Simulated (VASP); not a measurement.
TaN, 4 atoms in the cell. The structure is tetragonal, space group I4/mmm (No. 139). Conventional cell: a = 3.109 Å, b = 3.109 Å, c = 4.528 Å, α = 90.00°, β = 90.00°, γ = 90.00°. Ta (site symmetry 4/mmm) has 6 N at 2.20 to 2.26 Å within 2.9 Å. Within 2.9 Å of N (site symmetry 4/mmm) lie 6 Ta at 2.20 to 2.26 Å.  This cell differs from its parent crystal: strain along c alone, the other axes held: +3.0 %.

| Quantity | Value |
| --- | --- |
| Program | VASP 6.6.1 |
| Task | single point |
| Functional | r2SCAN |
| Potentials or basis | VASP PAW PBE potentials, release 64 (Ta_pv, N) |
| Cutoff | 520 eV |
| k mesh | 16 × 16 × 12 |
| Occupations | gaussian, width 0.1 eV |
| Spin | no spin polarisation |
| Dipole correction | no |
| Further INCAR settings | ALGO = Normal; EDIFF = 1e-06; NBANDS = 24 |

Potentials or basis: VASP PAW PBE potentials, release 64 (Ta_pv, N).

Launch:

```console
$ cat potpaw_PBE.64/Ta_pv/POTCAR potpaw_PBE.64/N/POTCAR > POTCAR
$ cp INCAR.step1 INCAR
$ mpirun -np 1 vasp_std > vasp.out
$ cp INCAR.step2 INCAR
$ mpirun -np 1 vasp_std > vasp.out
```

Hardware: 1 thread of Intel(R) Xeon(R) Platinum 8488C (Sapphire Rapids) (shared host).

Problem. How long does it take, and how much memory?

Solution. It took 9.6 min on 1 thread of Intel(R) Xeon(R) Platinum 8488C (Sapphire Rapids), with other jobs on the host, peak memory 0.38 GiB. Counts: k points 315.
